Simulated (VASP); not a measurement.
A run of VASP 6.6.1:

The input INCAR:

```
SYSTEM = AlGa2N3
ALGO = Normal
EDIFF = 1E-7
ENCUT = 520
GGA = PE
ISIF = 2
ISMEAR = 0
LASPH = .TRUE.
LCHARG = .FALSE.
LREAL = .FALSE.
LWAVE = .FALSE.
NBANDS = 56
NELM = 100
PREC = Accurate
SIGMA = 0.1
```

Contents of KPOINTS:

```
k-points
0
G
  4 2 4
  0 0 0
```

File POSCAR:

```
AlGa2N3
1.0
    3.1846398000      0.0000000000      0.0000000000
    0.0000000000     -6.3692796000      0.0000000000
   -1.5923199000      1.5923199000     -6.7358116000
Al Ga N
2 4 6
Direct
    0.5000000000      0.7500000000      0.0000000000
    0.5000000000      0.2500000000      0.0000000000
    0.1646080000      0.5823040000      0.3292160000
    0.1646080000      0.0823040000      0.3292160000
    0.8353920000      0.9176960000      0.6707840000
    0.8353920000      0.4176960000      0.6707840000
    0.0784840000      0.7892420000      0.1569680000
    0.0784840000      0.2892420000      0.1569680000
    0.4215160000      0.9607580000      0.8430320000
    0.4215160000      0.4607580000      0.8430320000
    0.7500000000      0.6250000000      0.5000000000
    0.7500000000      0.1250000000      0.5000000000
```

Potentials or basis: VASP PAW PBE potentials, release 64 (Al, Ga_d, N).

Launch:

```sh
$ cat potpaw_PBE.64/Al/POTCAR potpaw_PBE.64/Ga_d/POTCAR potpaw_PBE.64/N/POTCAR > POTCAR
$ mpirun -np 1 vasp_std > vasp.out
```

Hardware: 1 thread of Intel(R) Xeon(R) Platinum 8559C (Emerald Rapids), on a shared host.

Q: Estimate the wall time of this run.

A: It took 70 s on 1 thread of Intel(R) Xeon(R) Platinum 8559C (Emerald Rapids) (shared host), peak memory 0.27 GiB. Counts: scf iterations 18, k points 14.
